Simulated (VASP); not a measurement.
Wanted: the native input for a VASP 6.6.1 run.

```
Task                   : single point
Functional             : LDA
Potentials or basis    : VASP PAW LDA potentials, release 64 (Hf_pv, Ta_pv)
Cutoff                 : 520 eV
k mesh                 : 7 × 7 × 4
Occupations            : gaussian, width 0.05 eV
Spin                   : no spin polarisation
Dipole correction      : no
Further INCAR settings : ALGO = Normal; EDIFF = 1e-06; NBANDS = 18
```

The structure of HfTa lies in POSCAR:

```
HfTa
1.0
    1.6753839655     -2.3472493730      0.0000000000
    1.6753839655      2.3472493730      0.0000000000
    0.0000000000      0.0000000000      4.7417939232
Hf Ta
1 1
Direct
    0.0000000000      0.0000000000      0.0000000000
    0.5000000000      0.5000000000      0.5000000000
```

The input as run:

INCAR

```
SYSTEM = HfTa
ALGO = Normal
EDIFF = 1E-6
ENCUT = 520
ISIF = 2
ISMEAR = 0
LASPH = .TRUE.
LCHARG = .TRUE.
LELF = .TRUE.
LREAL = .FALSE.
LVHAR = .TRUE.
LWAVE = .FALSE.
NBANDS = 18
NELM = 100
PREC = Accurate
SIGMA = 0.05
```

KPOINTS

```
k-points
0
G
  7 7 4
  0 0 0
```

Potentials or basis: VASP PAW LDA potentials, release 64 (Hf_pv, Ta_pv).

Run with:

```console
$ cat potpaw_LDA.64/Hf_pv/POTCAR potpaw_LDA.64/Ta_pv/POTCAR > POTCAR
$ mpirun -np 1 vasp_std > vasp.out
```

Results of the run:

```json
{
 "Pressure": "0.3 GPa"
}
```

Wall time 17 s on 1 thread of Intel(R) Xeon(R) Platinum 8488C (Sapphire Rapids), with other jobs on the host, peak memory 0.16 GiB.
